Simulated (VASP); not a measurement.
Input of a VASP 6.6.1 run:

File INCAR:

```
SYSTEM = AlN
PREC     = Accurate       ! precision mode
ENCUT    = 520            ! plane-wave cutoff, eV
EDIFF    = 1E-7           ! SCF threshold, eV
ISMEAR   = -1             ! smearing method
SIGMA    = 0.1            ! smearing width, eV
LREAL    = .FALSE.        ! projectors in reciprocal space
LASPH    = .TRUE.         ! aspherical terms in the spheres
NELM     = 60             ! most SCF steps
ALGO     = Normal         ! electronic algorithm
ISIF     = 2              ! what is computed and relaxed
LWAVE    = .FALSE.        ! write WAVECAR
LCHARG   = .TRUE.         ! write CHGCAR
LELF     = .TRUE.         ! ELF
LVHAR    = .TRUE.       
NBANDS   = 11             ! bands
```

The input KPOINTS:

```
regular mesh
0
G
  15 15 15
  0 0 0
```

POSCAR

```
AlN
1.0
    0.0000000000      1.8617124576      1.8617124576
    1.8617124576      0.0000000000      1.8617124576
    1.8617124576      1.8617124576      0.0000000000
Al N
1 1
Direct
    0.0000000000      0.0000000000      0.0000000000
    0.5000000000      0.5000000000      0.5000000000
```

Potentials or basis: VASP PAW LDA potentials, release 64 (Al, N).

Launch:

```bash
$ cat potpaw_LDA.64/Al/POTCAR potpaw_LDA.64/N/POTCAR > POTCAR
$ mpirun -np 1 vasp_std > vasp.out
```

Task: What does it give for the band gap on the k mesh?

Result: 4.65 eV, indirect (least direct gap 8.13 eV).

Task: What does it give for the pressure?

Result: 97.5 GPa.

 A k mesh can miss the band edges.
